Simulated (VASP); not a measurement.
# Be16C (a cell with a defect) in VASP: a series of runs

Be16C (a cell with a defect) is run at these levels: PBEsol; tasks: single point.

All numbers are computed with VASP 6.6.1; they aren't measurements. Logs are shortened: lines on timing, memory, paths and dates and some standing lists are left out, and cuts for length are marked.

### Step 1. The cell of the first run

The cell holds a defect, 17 atoms: a = 4.580 Å, b = 3.966 Å, c = 7.177 Å, α = 90.00°, β = 90.00°, γ = 90.00°.

### Step 2. Single point, PBEsol

Input file INCAR:

```
SYSTEM = Be16C
ALGO = Normal
EDIFF = 1E-6
ENCUT = 520
GGA = PS
ISIF = 2
ISMEAR = 0
LASPH = .TRUE.
LCHARG = .FALSE.
LREAL = Auto
LWAVE = .FALSE.
NBANDS = 32
NELM = 80
PREC = Accurate
SIGMA = 0.15
```

Input file KPOINTS:

```
k-points
0
G
  5 6 4
  0 0 0
```

Input file POSCAR:

```
Be16C
1.0
   -2.2900000000     -3.9663960000      0.0000000000
    3.4350000000     -1.9831980000      0.0000000000
    0.0000000000      0.0000000000      7.1768600000
Be C
16 1
Direct
    0.7499786341      0.4947391767     -0.0180282185
    0.4802225953      0.3230665919      0.2573787144
    0.7497816613      0.4990666679      0.5059459151
    0.4935906046      0.3390464292      0.7433675730
    0.4787335037      0.0093093810     -0.0089181062
    0.2498275023      0.8024625852      0.2568720861
    0.4934033673     -0.0056454990      0.5062059174
    0.2497470574      0.8358395230      0.7433108630
    0.2498138123      0.5303396303     -0.0083476618
    0.0191105905      0.3227901753      0.2572133217
    0.2497681138      0.4971650599      0.5054346887
    0.0060781380      0.3389458329      0.7433714744
    0.0205103175      0.0096863543     -0.0087272150
    0.7499707658      0.8386812383      0.2690042721
    0.0062684959     -0.0055467669      0.5061974178
    0.7497778446      0.8338603389      0.7436204691
    0.7494388093      0.1643970519      0.1240825375
```

Potentials or basis: VASP PAW PBE potentials, release 64 (Be, C).

Run with:

```sh
> cat potpaw_PBE.64/Be/POTCAR potpaw_PBE.64/C/POTCAR > POTCAR
> mpirun -np 1 vasp_std > vasp.out
```

OUTCAR:

```text
SYSTEM = Be16C
   EDIFF = 1E-6
   ENCUT = 520
   GGA = PS
   ISIF = 2
   ISMEAR = 0
   LASPH = .TRUE.
   LREAL = Auto
   NELM = 80
   PREC = Accurate

 ion  position               nearest neighbor table
   1  0.750  0.495  0.982-  17 1.66  12 2.17   4 2.17  16 2.18  13 2.29   5 2.29   9 2.29   9 2.30

   2  0.480  0.323  0.257-  17 1.68  10 2.11   6 2.17  11 2.18   7 2.21   3 2.28   5 2.28  14 2.29
                             6 2.32   9 2.33
   3  0.750  0.499  0.506-  16 2.16   4 2.16  12 2.16  14 2.17   2 2.28  10 2.28   7 2.29  15 2.29
                            11 2.29  11 2.29  15 2.32   7 2.32
   4  0.494  0.339  0.743-  11 2.13   3 2.16   1 2.17   7 2.18   5 2.21  12 2.23   9 2.24   8 2.26
                            16 2.29   8 2.29  16 2.32  12 2.35
   5  0.479  0.009  0.991-  17 1.68  13 2.10   9 2.17   8 2.18   4 2.21  16 2.28   2 2.28   1 2.29
                             9 2.32   6 2.33
   6  0.250  0.802  0.257-  11 2.16   2 2.17  10 2.18   9 2.19   7 2.24  15 2.24  14 2.30  14 2.30
                            10 2.32   2 2.32   5 2.33  13 2.33
   7  0.493  0.994  0.506-   8 2.13  14 2.16  16 2.16   4 2.18   2 2.21  15 2.23   6 2.24  11 2.27
                            11 2.29   3 2.29   3 2.32  15 2.35
   8  0.250  0.836  0.743-  15 2.13   7 2.13   9 2.16  11 2.17   5 2.18  13 2.18  12 2.26   4 2.26
                            12 2.29   4 2.29  16 2.29  16 2.29
   9  0.250  0.530  0.992-   8 2.16   5 2.17  13 2.17   6 2.19   4 2.24  12 2.24   1 2.29   1 2.30
                            13 2.32   5 2.32   2 2.33  10 2.33
  10  0.019  0.323  0.257-  17 1.68   2 2.11   6 2.18  11 2.18  15 2.21  13 2.28   3 2.28  14 2.28
                             6 2.32   9 2.33
  11  0.250  0.497  0.505-  12 2.13   4 2.13   6 2.16   8 2.17   2 2.18  10 2.18   7 2.27  15 2.27
                            15 2.28   7 2.29   3 2.29   3 2.29
  12  0.006  0.339  0.743-  11 2.13   3 2.16   1 2.17  15 2.18  13 2.21   4 2.23   9 2.24   8 2.26
                             8 2.29  16 2.29  16 2.32   4 2.35
  13  0.021  0.010  0.991-  17 1.68   5 2.10   9 2.17   8 2.18  12 2.21  16 2.28  10 2.28   1 2.29
                             9 2.32   6 2.33
  14  0.750  0.839  0.269-  17 1.66  15 2.16   7 2.16   3 2.17  10 2.28   2 2.29   6 2.30   6 2.30

  15  0.006  0.994  0.506-   8 2.13  14 2.16  16 2.17  12 2.18  10 2.21   7 2.23   6 2.24  11 2.27
                            11 2.28   3 2.29   3 2.32   7 2.35
  16  0.750  0.834  0.744-   3 2.16   7 2.16  15 2.17   1 2.18   5 2.28  13 2.28   4 2.29  12 2.29
                             8 2.29   8 2.29  12 2.32   4 2.32
  17  0.749  0.164  0.124-  14 1.66   1 1.66  13 1.68   5 1.68   2 1.68  10 1.68

  LATTYP: Found a simple orthorhombic cell.
 ALAT       =     3.9663962620
 B/A-ratio  =     1.1547004875
 C/A-ratio  =     1.8094157835

  Lattice vectors:

 A1 = (  -3.4350000000,   1.9831980000,   0.0000000000)
 A2 = (  -2.2900000000,  -3.9663960000,   0.0000000000)
 A3 = (   0.0000000000,   0.0000000000,   7.1768600000)

Analysis of symmetry for initial positions (statically):
=====================================================================
 Subroutine PRICEL returns:
 Original cell was already a primitive cell.

 Routine SETGRP: Setting up the symmetry group for a
 simple orthorhombic supercell.

 Subroutine GETGRP returns: Found  1 space group operations
 (whereof  1 operations were pure point group operations)
 out of a pool of  8 trial point group operations.

The static configuration has the point symmetry C_1 .

Analysis of symmetry for dynamics (positions and initial velocities):
=====================================================================
 Subroutine PRICEL returns:
 Original cell was already a primitive cell.

 Routine SETGRP: Setting up the symmetry group for a
 simple orthorhombic supercell.

 Subroutine GETGRP returns: Found  1 space group operations
 (whereof  1 operations were pure point group operations)
 out of a pool of  8 trial point group operations.

The dynamic configuration has the point symmetry C_1 .

 Subroutine INISYM returns: Found  1 space group operations
 (whereof  1 operations are pure point group operations),
 and found     1 'primitive' translations

----------------------------------------------------------------------------------------

                                     Primitive cell

  volume of cell :     130.3755

  direct lattice vectors                    reciprocal lattice vectors
    -2.290000000 -3.966396000  0.000000000    -0.109170306 -0.189088533  0.000000000
     3.435000000 -1.983198000  0.000000000     0.218340611 -0.126059022  0.000000000
     0.000000000  0.000000000  7.176860000     0.000000000  0.000000000  0.139336702

  length of vectors
     4.579999697  3.966396262  7.176860000     0.218340626  0.252118027  0.139336702

  position of ions in fractional coordinates (direct lattice)
     0.749978634  0.494739177  0.981971782
     0.480222595  0.323066592  0.257378714
     0.749781661  0.499066668  0.505945915
     0.493590605  0.339046429  0.743367573
     0.478733504  0.009309381  0.991081894
     0.249827502  0.802462585  0.256872086
[... 9 lines left out ...]
     0.749777845  0.833860339  0.743620469
     0.749438809  0.164397052  0.124082538

  ion indices of the primitive-cell ions
   primitive index   ion index
                 1           1
                 2           2
                 3           3
                 4           4
                 5           5
                 6           6
[... 9 lines left out ...]
                16          16
                17          17

----------------------------------------------------------------------------------------

 KPOINTS: k-points

Automatic generation of k-mesh.
 Grid dimensions read from file:
 generate k-points for:    5    6    4

 Generating k-lattice:

  Cartesian coordinates                     Fractional coordinates (reciprocal lattice)
    -0.021834061 -0.037817707  0.000000000     0.200000000  0.000000000  0.000000000
     0.036390102 -0.021009837  0.000000000    -0.000000000  0.166666667  0.000000000
     0.000000000  0.000000000  0.034834175     0.000000000  0.000000000  0.250000000

  Length of vectors
     0.043668125  0.042019671  0.034834175

  Shift w.r.t. Gamma in fractional coordinates (k-lattice)
     0.000000000  0.000000000  0.000000000

 Subroutine IBZKPT returns following result:
 ===========================================

 Found     62 irreducible k-points:

 Following reciprocal coordinates:
            Coordinates               Weight
  0.000000  0.000000  0.000000      1.000000
  0.200000  0.000000  0.000000      2.000000
  0.400000  0.000000  0.000000      2.000000
  0.000000  0.166667  0.000000      2.000000
  0.200000  0.166667  0.000000      2.000000
 -0.200000  0.166667  0.000000      2.000000
[... 16 lines left out ...]
  0.000000  0.166667 -0.250000      2.000000
  0.200000  0.166667  0.250000      2.000000
 [... further k-points ...]
   k-points           NKPTS =     62   k-points in BZ     NKDIM =     62   number of bands    NBANDS=     32
   number of dos      NEDOS =    301   number of ions     NIONS =     17
   total plane-waves  NPLWV =  58320
   dimension x,y,z NGX =    36 NGY =   30 NGZ =   54
   dimension x,y,z NGXF=    72 NGYF=   60 NGZF=  108
   ions per type =              16   1
   NGX,Y,Z   is equivalent  to a cutoff of  13.07, 12.57, 12.51 a.u.
   NGXF,Y,Z  is equivalent  to a cutoff of  26.13, 25.15, 25.02 a.u.
 SYSTEM =  Be16C
   PREC   = accura    normal or accurate (medium, high low for compatibility)
   ISTART =      0    job   : 0-new  1-cont  2-samecut
   ICHARG =      2    charge: 1-file 2-atom 10-const
   ISPIN  =      1    spin polarized calculation?
   LNONCOLLINEAR =      F non collinear calculations
   LSORBIT =      F    spin-orbit coupling
   LASPH  =      T    aspherical Exc in radial PAW
   ENCUT  =  520.0 eV  38.22 Ry    6.18 a.u.   8.52  7.37 13.34*2*pi/ulx,y,z
   NELM   =     80;   NELMIN=  2; NELMDL= -5     # of ELM steps
   EDIFF  = 0.1E-05   stopping-criterion for ELM
   LREAL  =      T    real-space projection
   EDIFFG = 0.1E-04   stopping-criterion for IOM
   NSW    =      0    number of steps for IOM
   IBRION =     -1    ionic relax: 0-MD 1-quasi-New 2-CG
   NFREE  =      0    steps in history (QN), initial steepest desc. (CG)
   ISIF   =      2    stress and relaxation
   ISYM   =      2    0-nonsym 1-usesym 2-fastsym
   POTIM  = 0.5000    time-step for ionic-motion
   TEBEG  =    0.0;   TEEND  =   0.0 temperature during run
   PSTRESS=    0.0 pullay stress
   NELECT =      36.0000    total number of electrons
   NUPDOWN=      -1.0000    fix difference up-down
   EMIN   =  10.00;   EMAX   =-10.00  energy-range for DOS
   EFERMI =   0.00;   METHOD = LEGACY
   ISMEAR =     0;   SIGMA  =   0.15  broadening in eV -4-tet -1-fermi 0-gaus
   EFERMI_NEDOS =   21; number of points for ismear=-14 and -15
   IALGO  =     38    algorithm
   IMIX   =      4    mixing-type and parameters
     AMIX     =   0.40;   BMIX     =  1.00
     AMIX_MAG =   1.60;   BMIX_MAG =  1.00
  volume/ion in A,a.u.               =       7.67        51.75
  Fermi-wavevector in a.u.,A,eV,Ry     =   1.066049  2.014540 15.462471  1.136460
  Thomas-Fermi vector in A             =   2.201620
   LORBIT       =      0    0 simple, 1 ext, 2 COOP (PROOUT), +10 PAW based schemes
   GGA     = PS    functional components
   LHFCALC =     F    Hartree Fock is set to
   AEXX    =    0.0000 exact exchange contribution
   IVDW    =     0    specifies the selected vdW correction
   LEPSILON=     F    determine dielectric tensor
   LRPA    =     F    only Hartree local field effects (RPA)
 non-spin polarized calculation
 Gauss-broadening in eV      SIGMA  =   0.15
  energy-cutoff  :      520.00
  volume of cell :      130.38
 maximum number of plane-waves:      3532
 NGX is ok and might be reduce to    36
   NGX = 17   NGY = 15   NGZ = 27

 number of electron      36.0000000 magnetization

 Free energy of the ion-electron system (eV)
  ---------------------------------------------------
  ext. energy  EPLUGINS =         0.00000000
  ---------------------------------------------------
  free energy    TOTEN  =       -70.17172572 eV

  energy without entropy =      -70.13852684  energy(sigma->0) =      -70.15512628

 E-fermi :   7.3308     XC(G=0): -10.7518

 val. band max:        7.3306833994   @ k =   0.0000   0.0000   0.0000
 cond. band min:       7.3435936269   @ k =   0.0000   0.1667   0.0000
 fundamental gap:      0.0129102276
 Fermi energy:         7.3307793847

 k-point     1 :       0.0000    0.0000    0.0000
  band No.  band energies     occupation
      1      -6.6730      2.00000
      2      -3.2999      2.00000
      3      -2.2597      2.00000
      4      -0.2999      2.00000
      5       0.1296      2.00000
      6       1.3009      2.00000
[... 22 lines left out ...]
     29      11.8455      0.00000
     30      12.7735      0.00000

 k-point     2 :       0.2000    0.0000    0.0000
  band No.  band energies     occupation
      1      -6.5945      2.00000
      2      -3.1686      2.00000
      3      -2.0587      2.00000
      4      -1.3609      2.00000
      5       0.3582      2.00000
      6       0.8264      2.00000
[... 22 lines left out ...]
     29      12.6577      0.00000
     30      12.8643      0.00000

 k-point     3 :       0.4000    0.0000    0.0000
  band No.  band energies     occupation
      1      -6.4513      2.00000
      2      -3.0009      2.00000
      3      -1.8970      2.00000
      4      -1.4842      2.00000
      5      -0.8421      2.00000
      6      -0.3862      2.00000
[... 682 lines left out ...]
     29      11.5632      0.00000
     30      12.2059      0.00000

 k-point    24 :       0.2000    0.1667    0.2500
  band No.  band energies     occupation
      1      -6.4953      2.00000
      2      -3.1516      2.00000
      3      -1.8742      2.00000
      4      -0.7501      2.00000
      5      -0.1154      2.00000
      6       0.3269      2.00000
[... 22 lines left out ...]
     29      12.5446      0.00000
     30      12.8579      0.00000

 [... further k-points ...]

 [bands above 30 left out]

------------------------ aborting loop because EDIFF is reached ----------------------------------------

  FORCE on cell =-STRESS in cart. coord.  units (eV):
  Direction    XX          YY          ZZ          XY          YZ          ZX
  --------------------------------------------------------------------------------------
  -------------------------------------------------------------------------------------
  Total        3.1169311      4.7811270     12.0412369      1.4405451      1.3804762     -2.3894085
  in kB       38.3037911     58.7550014    147.9740842     17.7027776     16.9645943    -29.3633071
  external PRESSURE =      81.6776256 kB  Pullay stress =       0.0000000 kB

 VOLUME and BASIS-vectors are now :
 -----------------------------------------------------------------------------
  energy-cutoff  :      520.00
  volume of cell :      130.38
      direct lattice vectors                 reciprocal lattice vectors
    -2.290000000 -3.966396000  0.000000000    -0.109170306 -0.189088533  0.000000000
     3.435000000 -1.983198000  0.000000000     0.218340611 -0.126059022  0.000000000
     0.000000000  0.000000000  7.176860000     0.000000000  0.000000000  0.139336702

 POSITION                                       TOTAL-FORCE (eV/Angst)
 -----------------------------------------------------------------------------------
     -0.01802     -3.95588      7.04747         0.002362      0.003799     -0.016879
      0.01002     -2.54546      1.84717         0.019468      0.006973      0.010904
     -0.00271     -3.96368      3.63110        -0.007770      0.003908     -0.009785
      0.03430     -2.63017      5.33504         0.003632      0.004020     -0.009486
     -1.06432     -1.91731      7.11286        -0.006642     -0.007843      0.000790
      2.18435     -2.58236      1.84353        -0.007760      0.006644     -0.005759
[... 9 lines left out ...]
      1.14732     -4.62763      5.33686         0.006585     -0.004467      0.001130
     -1.15151     -3.29860      0.89052        -0.003062     -0.005952      0.013551
 -----------------------------------------------------------------------------------
    total drift:                               -0.001617     -0.000621     -0.003048

  FREE ENERGIE OF THE ION-ELECTRON SYSTEM (eV)
  ---------------------------------------------------
  free  energy   TOTEN  =       -70.1717257201 eV

  energy  without entropy=      -70.1385268361  energy(sigma->0) =      -70.15512628
```

Run time: 12 min. Hardware: 1 thread of Oxide Virtual Turin-like, shared host; peak memory 0.28 GiB.

Results:

```
Free energy            : -70.1717 eV
Pressure               : 8.2 GPa
Largest force          : 0.030 eV/Å
Band gap on the k mesh : zero (bands 18 and 19 overlap by 1.08 eV)
```

Forces in eV/Å, atoms in the order of the input:
```
Be   0.002  0.004 -0.017
Be   0.019  0.007  0.011
Be  -0.008  0.004 -0.010
Be   0.004  0.004 -0.009
Be  -0.007 -0.008  0.001
Be  -0.008  0.007 -0.006
Be   0.000 -0.003 -0.005
Be   0.002 -0.001  0.006
Be   0.010 -0.003  0.013
Be   0.009 -0.024  0.016
Be  -0.003  0.002  0.002
Be   0.000 -0.005 -0.009
Be  -0.009  0.009 -0.008
Be  -0.018  0.015  0.007
Be   0.002  0.003 -0.006
Be   0.007 -0.004  0.001
C   -0.003 -0.006  0.014
```

Caveat: the PAW data sets were made with another functional, which shifts forces and pressure a little.

### Step 3. Single point, PBEsol

Input file INCAR:

```
  PREC = Accurate
  ENCUT = 520
  EDIFF = 1E-7
  ISMEAR = 0
  SIGMA = 0.15
  LREAL = Auto
  LASPH = True
  NELM = 60
  ALGO = Normal
  ISIF = 2
  LWAVE = False
  LCHARG = False
  GGA = PS
  NBANDS = 32
```

Input file KPOINTS:

```
regular mesh
0
Gamma
  5 6 4
```

POSCAR is that of step 2.

Potentials or basis: VASP PAW PBE potentials, release 64 (Be, C).

Run with:

```sh
> cat potpaw_PBE.64/Be/POTCAR potpaw_PBE.64/C/POTCAR > POTCAR
> mpirun -np 1 vasp_std > vasp.out
```

It took 9.1 min on 1 thread of Oxide Virtual Turin-like, shared host; peak memory 0.28 GiB.

The run converged. Its results:

```yaml
Free_energy: -70.1717 eV
Pressure: 8.2 GPa
Largest_force: 0.030 eV/Å
Band_gap_on_the_k_mesh: zero (bands 18 and 19 overlap by 1.08 eV)
```

Forces on the atoms (eV/Å):
```
Be   0.003  0.004 -0.017
Be   0.020  0.007  0.011
Be  -0.008  0.004 -0.010
Be   0.004  0.004 -0.009
Be  -0.007 -0.008  0.001
Be  -0.008  0.007 -0.006
Be   0.000 -0.003 -0.005
Be   0.002 -0.001  0.006
Be   0.010 -0.003  0.014
Be   0.009 -0.024  0.016
Be  -0.003  0.002  0.002
Be   0.000 -0.005 -0.009
Be  -0.009  0.009 -0.008
Be  -0.019  0.015  0.007
Be   0.002  0.003 -0.006
Be   0.007 -0.004  0.001
C   -0.003 -0.006  0.014
```

Stress tensor (GPa, compression positive):
```
 3.83  1.77 -2.94
 1.77  5.88  1.70
-2.94  1.70 14.80
```

Levels at points of the mesh, in eV from the Fermi level:
```
           k point  band 15  band 16  band 17  band 18  band 19  band 20  band 21  band 22
(0.00, 0.00, 0.00)    -2.24    -1.21    -1.00     0.00     0.54     0.68     1.59     1.66
(0.00, 0.50, 0.00)    -3.18    -2.58    -1.92    -1.05     0.38     0.45     0.96     1.18
(0.00, 0.00, 0.50)    -2.29    -1.82    -0.84     0.03     0.23     0.73     1.85     2.02
(0.00, 0.50, 0.50)    -3.49    -3.33    -1.61    -0.65     0.97     1.00     2.17     2.47
```

Caveat: the PAW data sets were made with another functional, which shifts forces and pressure a little.
